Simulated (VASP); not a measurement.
Input of a VASP 6.6.1 run:

The input INCAR:

```
SYSTEM = WC
PREC = Accurate
ENCUT = 600
EDIFF = 1E-7
ISMEAR = -1
SIGMA = 0.05
LREAL = .FALSE.
LASPH = .TRUE.
NELM = 60
ALGO = Normal
ISIF = 3
LWAVE = .FALSE.
LCHARG = .FALSE.
GGA = RP
IVDW = 12
IBRION = 2
NSW = 60
EDIFFG = -0.01
```

The input KPOINTS:

```
Automatic mesh
0
G
  10 10 10
  0 0 0
```

The input POSCAR:

```
WC
1.0
    0.0000000000      2.1926840000      2.1926840000
    2.1926840000      0.0000000000      2.1926840000
    2.1926840000      2.1926840000      0.0000000000
W C
1 1
Direct
    0.0000000000      0.0000000000      0.0000000000
    0.5000000000      0.5000000000      0.5000000000
```

Potentials or basis: VASP PAW PBE potentials, release 64 (W_sv, C).

Command:

```console
$ cat potpaw_PBE.64/W_sv/POTCAR potpaw_PBE.64/C/POTCAR > POTCAR
$ mpirun -np 1 vasp_std > vasp.out
```

Task: Predict the relaxed volume.

Result: 9.53 Å³/atom.

Task: Predict the dispersion energy per atom.

Result: -2.948 eV.

Task: Estimate the relaxed cell.

Result: a = 2.998 Å, b = 2.998 Å, c = 2.998 Å, α = 60.00°, β = 60.00°, γ = 60.00°.

Task: Estimate the space group after relaxing (to 0.05 Å).

Result: Fm-3m (No. 225).

Step by step:
```csv
step,energy change (eV),largest force (eV/Å),pressure (GPa),volume (Å³)
1,0.0000,0.0000,-38.93,21.08
2,2.7587,0.0000,256.10,14.19
3,-0.2650,0.0000,-5.66,19.29
4,-0.2688,0.0000,-1.74,19.13
5,-0.2692,0.0000,0.01,19.06
```

Caveat: the PAW data sets were made with another functional, which shifts forces and pressure a little.
